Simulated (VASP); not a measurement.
Write the native input for VASP 6.6.1 that does the following.

* Task: single point
* Functional: LDA
* Potentials or basis: VASP PAW LDA potentials, release 64 (Zn)
* Cutoff: 520 eV
* k mesh: 7 × 7 × 4
* Occupations: fermi-dirac, width 0.05 eV
* Spin: no spin polarisation
* Dipole correction: no
* Further INCAR settings: ALGO = Normal; EDIFF = 1e-06; NBANDS = 19

The structure of Zn lies in POSCAR:

```
Zn
1.0
    2.5588892303      0.0000000000      0.0000000000
   -1.2794446152      2.2160630789      0.0000000000
    0.0000000000      0.0000000000      4.7817509185
Zn
2
Direct
    0.3333333333      0.6666666667      0.2500000000
    0.6666666667      0.3333333333      0.7500000000
```

These files were run (other wordings do the same):

INCAR

```
SYSTEM = Zn
PREC = Accurate ; ENCUT = 520
EDIFF = 1E-6 ; ISMEAR = -1
SIGMA = 0.05 ; LREAL = .False.
LASPH = .True. ; NELM = 80
ALGO = Normal ; ISIF = 2
LWAVE = .False. ; LCHARG = .False.
GGA = CA ; NBANDS = 19
```

KPOINTS

```
regular mesh
0
Gamma
  7 7 4
  0 0 0
```

Potentials or basis: VASP PAW LDA potentials, release 64 (Zn).

The run is started by

```console
$ cat potpaw_LDA.64/Zn/POTCAR > POTCAR
$ mpirun -np 1 vasp_std > vasp.out
```

Results of the run:

```yaml
Pressure: 1.0 GPa
Band_gap_on_the_k_mesh: zero (band 12 reaches 5.31 eV, above the bottom of band 13 at 0.69 eV)
```

Caveat: the k points lie up to 0.41 Å⁻¹ apart.

Run time: 3.9 s on 1 thread of Intel(R) Xeon(R) 6975P-C (Granite Rapids), on a shared host, peak memory 0.13 GiB.
